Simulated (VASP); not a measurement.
Write the native input for VASP 6.6.1 that does the following.

```yaml
Task: relaxation of cell and atoms
Functional: PBE
Potentials_or_basis: VASP PAW PBE potentials, release 64 (Cd, Se)
Cutoff: 600 eV
k_mesh: 4 × 2 × 2
Occupations: gaussian, width 0.1 eV
Spin: no spin polarisation
Dipole_correction: no
Further_INCAR_settings: ALGO = Normal; EDIFF = 1e-06; IBRION = 2; EDIFFG = -0.025; NSW = 80; ISIF = 3
```

The structure of CdSe lies in POSCAR:

```
CdSe
1.0
   -0.0089840672      4.4755715283     -0.0490087306
   -0.0589888084     -0.0813267619      7.4932892616
    8.0070968755     -0.0162750993     -0.0643962015
Cd Se
4 4
Direct
    0.7592323372      0.3902427177      0.8460142439
    0.2720528643      0.9350571275      0.6676099794
    0.7884347320      0.1321592933      0.3207615319
    0.2512836379      0.5839433797      0.1597139728
    0.3116409889      0.5748552711      0.8099530383
    0.7205562326      0.0656107554      0.6835634926
    0.1730432887      0.9167573104      0.3371459735
    0.7237559184      0.4013741450      0.1752377676
```

These files were run (other wordings do the same):

INCAR

```
SYSTEM = CdSe
PREC = Accurate
ENCUT = 600
EDIFF = 1E-6
ISMEAR = 0
SIGMA = 0.1
LREAL = .False.
LASPH = .True.
NELM = 80
ALGO = Normal
ISIF = 3
LWAVE = .False.
LCHARG = .False.
GGA = PE
IBRION = 2
NSW = 80
EDIFFG = -0.025
```

KPOINTS

```
regular mesh
0
Gamma
  4 2 2
  0 0 0
```

Potentials or basis: VASP PAW PBE potentials, release 64 (Cd, Se).

Launch:

```sh
$ cat potpaw_PBE.64/Cd/POTCAR potpaw_PBE.64/Se/POTCAR > POTCAR
$ mpirun -np 1 vasp_std > vasp.out
```

It gave:

The relaxed volume is 34.44 Å³/atom. The relaxed cell is a = 4.540 Å, b = 7.490 Å, c = 8.104 Å, α = 90.01°, β = 89.84°, γ = 90.02°, the space group after relaxing (to 0.1 Å) is Pnma (No. 62) and the energy gained by relaxing is 269.4 meV/atom. The ionic steps are 28, the pressure after relaxing is 0.0 GPa and the largest force after relaxing is 0.015 eV/Å. The band gap on the k mesh is 0.76 eV.

Caveat: semilocal functionals underestimate gaps, and a narrow one can read as zero.

Run time: 66 min on 1 thread of Oxide Virtual Turin-like Processor, with other jobs on the host, peak memory 0.45 GiB.
